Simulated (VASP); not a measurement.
# Mo (Im-3m) in VASP: notebook, part 2 of 2

VASP 6.6.1.

**3. Single point, PBE**

The input, INCAR:

```
  PREC = Accurate
  ENCUT = 520
  EDIFF = 1E-7
  ISMEAR = 1
  SIGMA = 0.1
  LREAL = Auto
  LASPH = True
  NELM = 80
  ALGO = Normal
  ISIF = 2
  LWAVE = False
  LCHARG = False
  GGA = PE
  NBANDS = 126
```

The input, KPOINTS:

```
Automatic mesh
0
Gamma
  5 5 5
```

The input, POSCAR:

```
Mo
1.0
    6.3226243350      0.0000000000      0.0000000000
    0.0000000000      6.3226243350      0.0000000000
    0.0000000000      0.0000000000      6.3226243350
Mo
16
Direct
    0.0000000000      0.0000000000      0.0000000000
    0.2500000000      0.2500000000      0.2500000000
    0.0000000000      0.0000000000      0.5000000000
    0.2500000000      0.2500000000      0.7500000000
    0.0000000000      0.5000000000      0.0000000000
    0.2500000000      0.7500000000      0.2500000000
    0.0000000000      0.5000000000      0.5000000000
    0.2500000000      0.7500000000      0.7500000000
    0.5000000000      0.0000000000      0.0000000000
    0.7500000000      0.2500000000      0.2500000000
    0.5000000000      0.0000000000      0.5000000000
    0.7500000000      0.2500000000      0.7500000000
    0.5000000000      0.5000000000      0.0000000000
    0.7500000000      0.7500000000      0.2500000000
    0.5000000000      0.5000000000      0.5000000000
    0.7500000000      0.7500000000      0.7500000000
```

Potentials or basis: VASP PAW PBE potentials, release 64 (Mo_sv).

On the command line:

```
$ cat potpaw_PBE.64/Mo_sv/POTCAR > POTCAR
$ mpirun -np 1 vasp_std > vasp.out
```

OUTCAR:

```text
PREC = Accurate
   ENCUT = 520
   EDIFF = 1E-7
   ISMEAR = 1
   LREAL = Auto
   LASPH = True
   NELM = 80
   ISIF = 2
   GGA = PE

 ion  position               nearest neighbor table
   1  0.000  0.000  0.000-   2 2.74   4 2.74   6 2.74   8 2.74  10 2.74  12 2.74  14 2.74  16 2.74
                             5 3.16   9 3.16   3 3.16   3 3.16   5 3.16   9 3.16
   2  0.250  0.250  0.250-   1 2.74   3 2.74   5 2.74   7 2.74   9 2.74  11 2.74  13 2.74  15 2.74
                             4 3.16   6 3.16  10 3.16   4 3.16   6 3.16  10 3.16
   3  0.000  0.000  0.500-   2 2.74   4 2.74   6 2.74   8 2.74  10 2.74  12 2.74  14 2.74  16 2.74
                             1 3.16   7 3.16  11 3.16   1 3.16   7 3.16  11 3.16
   4  0.250  0.250  0.750-   1 2.74   3 2.74   5 2.74   7 2.74   9 2.74  11 2.74  13 2.74  15 2.74
                            12 3.16   2 3.16   8 3.16   2 3.16   8 3.16  12 3.16
   5  0.000  0.500  0.000-   2 2.74   4 2.74   6 2.74   8 2.74  10 2.74  12 2.74  14 2.74  16 2.74
                            13 3.16   7 3.16   1 3.16   7 3.16   1 3.16  13 3.16
   6  0.250  0.750  0.250-   1 2.74   3 2.74   5 2.74   7 2.74   9 2.74  11 2.74  13 2.74  15 2.74
                             2 3.16  14 3.16   8 3.16   8 3.16   2 3.16  14 3.16
   7  0.000  0.500  0.500-   2 2.74   4 2.74   6 2.74   8 2.74  10 2.74  12 2.74  14 2.74  16 2.74
                             3 3.16  15 3.16   5 3.16   5 3.16   3 3.16  15 3.16
   8  0.250  0.750  0.750-   1 2.74   3 2.74   5 2.74   7 2.74   9 2.74  11 2.74  13 2.74  15 2.74
                             6 3.16   4 3.16  16 3.16   6 3.16   4 3.16  16 3.16
   9  0.500  0.000  0.000-   2 2.74   4 2.74   6 2.74   8 2.74  10 2.74  12 2.74  14 2.74  16 2.74
                            13 3.16  11 3.16   1 3.16  11 3.16  13 3.16   1 3.16
  10  0.750  0.250  0.250-   1 2.74   3 2.74   5 2.74   7 2.74   9 2.74  11 2.74  13 2.74  15 2.74
                             2 3.16  14 3.16  12 3.16  12 3.16  14 3.16   2 3.16
  11  0.500  0.000  0.500-   2 2.74   4 2.74   6 2.74   8 2.74  10 2.74  12 2.74  14 2.74  16 2.74
                             3 3.16  15 3.16   9 3.16   9 3.16  15 3.16   3 3.16
  12  0.750  0.250  0.750-   1 2.74   3 2.74   5 2.74   7 2.74   9 2.74  11 2.74  13 2.74  15 2.74
                            10 3.16   4 3.16  16 3.16  10 3.16  16 3.16   4 3.16
  13  0.500  0.500  0.000-   2 2.74   4 2.74   6 2.74   8 2.74  10 2.74  12 2.74  14 2.74  16 2.74
                             5 3.16  15 3.16   9 3.16  15 3.16   9 3.16   5 3.16
  14  0.750  0.750  0.250-   1 2.74   3 2.74   5 2.74   7 2.74   9 2.74  11 2.74  13 2.74  15 2.74
                            10 3.16   6 3.16  16 3.16  16 3.16  10 3.16   6 3.16
[... 184 lines left out ...]
 Free energy of the ion-electron system (eV)
  ---------------------------------------------------
  ext. energy  EPLUGINS =         0.00000000
  ---------------------------------------------------
  free energy    TOTEN  =      -175.00005610 eV

  energy without entropy =     -175.00240893  energy(sigma->0) =     -175.00084037

 E-fermi :  12.4829     XC(G=0): -13.3305

 val. band max:       12.4496493000   @ k =   0.4000   0.2000   0.0000
 cond. band min:      12.5147126640   @ k =   0.2000   0.0000   0.0000
 fundamental gap:      0.0650633639
 Fermi energy:        12.4828886766

 k-point     1 :       0.0000    0.0000    0.0000
  band No.  band energies     occupation
      1     -48.8497      2.00000
      2     -48.6167      2.00000
      3     -48.6167      2.00000
      4     -48.6167      2.00000
      5     -48.6167      2.00000
      6     -48.6167      2.00000
[... 1259 lines left out ...]
    123      13.9734     -0.00000
    124      14.0427     -0.00000
 [bands above 124 left out]

------------------------ aborting loop because EDIFF is reached ----------------------------------------

  FORCE on cell =-STRESS in cart. coord.  units (eV):
  Direction    XX          YY          ZZ          XY          YZ          ZX
  --------------------------------------------------------------------------------------
  -------------------------------------------------------------------------------------
  Total        0.2394378      0.2394378      0.2394378      0.0000000     -0.0000000      0.0000000
  in kB        1.5177884      1.5177884      1.5177884      0.0000000     -0.0000000      0.0000000
  external PRESSURE =       1.5177884 kB  Pullay stress =       0.0000000 kB

 VOLUME and BASIS-vectors are now :
 -----------------------------------------------------------------------------
  energy-cutoff  :      520.00
  volume of cell :      252.75
      direct lattice vectors                 reciprocal lattice vectors
     6.322624335  0.000000000  0.000000000     0.158162172  0.000000000  0.000000000
     0.000000000  6.322624335  0.000000000     0.000000000  0.158162172  0.000000000
     0.000000000  0.000000000  6.322624335     0.000000000  0.000000000  0.158162172

 POSITION                                       TOTAL-FORCE (eV/Angst)
 -----------------------------------------------------------------------------------
      0.00000      0.00000      0.00000        -0.000000      0.000000     -0.000000
      1.58066      1.58066      1.58066        -0.000000     -0.000000     -0.000000
      0.00000      0.00000      3.16131         0.000000     -0.000000      0.000000
      1.58066      1.58066      4.74197         0.000000      0.000000      0.000000
      0.00000      3.16131      0.00000        -0.000000      0.000000     -0.000000
      1.58066      4.74197      1.58066         0.000000     -0.000000      0.000000
[... 8 lines left out ...]
      3.16131      3.16131      3.16131        -0.000000      0.000000      0.000000
      4.74197      4.74197      4.74197         0.000000      0.000000      0.000000
 -----------------------------------------------------------------------------------
    total drift:                                0.000000      0.000000      0.000000

  FREE ENERGIE OF THE ION-ELECTRON SYSTEM (eV)
  ---------------------------------------------------
  free  energy   TOTEN  =      -175.0000560967 eV

  energy  without entropy=     -175.0024089265  energy(sigma->0) =     -175.00084037
```

OSZICAR:

```text
N       E                     dE             d eps       ncg     rms          rms(c)
DAV:   1     0.302101446231E+04    0.30210E+04   -0.13939E+05  2528   0.188E+03
DAV:   2    -0.280479484054E+02   -0.30491E+04   -0.29876E+04  2652   0.600E+02
DAV:   3    -0.179672955980E+03   -0.15163E+03   -0.14587E+03  3330   0.113E+02
DAV:   4    -0.185487428975E+03   -0.58145E+01   -0.56207E+01  3064   0.161E+01
DAV:   5    -0.185684819615E+03   -0.19739E+00   -0.19545E+00  3128   0.270E+00    0.575E+01
DAV:   6    -0.176265235954E+03    0.94196E+01   -0.21955E+01  2724   0.173E+01    0.152E+01
DAV:   7    -0.175062251342E+03    0.12030E+01   -0.45871E+00  2892   0.689E+00    0.370E+00
DAV:   8    -0.174998985709E+03    0.63266E-01   -0.12753E-01  3050   0.125E+00    0.759E-01
DAV:   9    -0.174999858832E+03   -0.87312E-03   -0.62254E-03  3024   0.294E-01    0.243E-01
DAV:  10    -0.175000059051E+03   -0.20022E-03   -0.39435E-04  3064   0.687E-02    0.652E-02
DAV:  11    -0.175000057901E+03    0.11497E-05   -0.40427E-05  2904   0.181E-02    0.591E-03
DAV:  12    -0.175000055563E+03    0.23377E-05   -0.10959E-06  2592   0.267E-03    0.422E-03
DAV:  13    -0.175000056106E+03   -0.54316E-06   -0.13794E-07  1776   0.151E-03    0.110E-04
DAV:  14    -0.175000056097E+03    0.97934E-08   -0.11340E-08  1664   0.412E-04
   1 F= -.17500006E+03 E0= -.17500084E+03  d E =0.235283E-02
```

stdout:

```text
POSCAR found type information on POSCAR Mo
 POSCAR found :  1 types and      16 ions
 scaLAPACK will be used
 LDA part: xc-table for (Slater+PW92), standard interpolation
 POSCAR, INCAR and KPOINTS ok, starting setup
 FFT: planning ... GRIDC
 FFT: planning ... GRID_SOFT
 FFT: planning ... GRID
 WAVECAR not read
 entering main loop
```

It took 15 min on 1 thread of Intel Xeon 8259CL, shared host; peak memory 0.44 GiB.

What came out:

```yaml
Free_energy: -175.0001 eV
Pressure: 0.2 GPa
Band_gap_on_the_k_mesh: zero (bands 112 and 113 overlap by 0.23 eV)
```

The gap in the log of VASP goes by the Fermi energy; the results here count the filled bands.